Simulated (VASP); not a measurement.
SnO, 4 atoms in the cell. The structure is orthorhombic, space group Pmn2_1 (No. 31). The conventional cell has a = 3.305 Å, b = 5.638 Å, c = 3.715 Å, α = 90.00°, β = 90.00°, γ = 90.00°. Within 2.8 Å of Sn (site symmetry m) lie 3 O at 2.13 to 2.15 Å. Within 2.9 Å of O (site symmetry m) lie 3 Sn at 2.13 to 2.15 Å and 4 O at 2.83 Å. 

* Program: VASP 6.6.1
* Task: single point
* Functional: PBEsol
* Potentials or basis: VASP PAW PBE potentials, release 64 (Sn_d, O)
* Cutoff: 520 eV
* k mesh: 8 × 6 × 8
* Occupations: gaussian, width 0.02 eV
* Spin: no spin polarisation
* Dipole correction: no
* Further INCAR settings: ALGO = Normal; EDIFF = 1e-07; NBANDS = 28

Potentials or basis: VASP PAW PBE potentials, release 64 (Sn_d, O).

Run with:

```console
$ cat potpaw_PBE.64/Sn_d/POTCAR potpaw_PBE.64/O/POTCAR > POTCAR
$ mpirun -np 1 vasp_std > vasp.out
```

Hardware: 1 thread of Intel(R) Xeon(R) 6975P-C (Granite Rapids), on a shared host.

Q: Estimate the wall time of this run.

A: It took 71 s on 1 thread of Intel(R) Xeon(R) 6975P-C (Granite Rapids), with other jobs on the host, peak memory 0.29 GiB. Counts: scf iterations 15, k points 100.
